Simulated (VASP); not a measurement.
**Si2W: single point with PBE**

Si2W:

```
Si W
1.0
    -1.61452    1.61452    3.93343
     1.61452   -1.61452    3.93343
     1.61452    1.61452   -3.93343
Si W
2 1
Direct
  0.33453 0.33453 0.00000
  0.66547 0.66547 0.00000
  0.00000 0.00000 0.00000
```

```yaml
Program: VASP 6.6.1
Task: single point
Functional: PBE
Potentials_or_basis: VASP PAW PBE potentials, release 64 (Si, W_sv)
Cutoff: 520 eV
k_mesh: 20 × 20 × 20
Occupations: gaussian, width 0.1 eV
Spin: no spin polarisation
```

```yaml
Pressure: 0.1 GPa
Largest_force: 0.006 eV/Å
Band_gap_on_the_k_mesh: zero (bands 11 and 12 overlap by 1.29 eV)
```

Forces on the atoms (eV/Å):
```
Si   0.000  0.000  0.006
Si   0.000  0.000 -0.006
W    0.000  0.000  0.000
```

Stress tensor (GPa, compression positive):
```
0.10 0.00 0.00
0.00 0.10 0.00
0.00 0.00 0.00
```

Levels at points of the mesh, in eV from the Fermi level:
```
           k point  band 8  band 9  band 10  band 11  band 12  band 13  band 14  band 15
(0.00, 0.00, 0.00)   -3.23   -2.79    -2.79     0.62     2.66     2.99     3.05     3.05
(0.50, 0.00, 0.00)   -4.80   -2.74    -2.70    -0.41     2.67     2.77     3.92     4.32
(0.50, 0.50, 0.00)   -5.49   -4.95    -3.18    -1.74     2.75     2.93     3.08     3.87
(0.50, 0.50, 0.50)   -2.53   -0.84    -0.84    -0.47    -0.47     0.79     4.45     4.74
```

It took 7.3 min on 1 thread of Intel Xeon 6975P-C, with other jobs on the host, peak memory 0.56 GiB.

Caveat: spin-orbit coupling is left out, which moves the levels of the heavy elements.
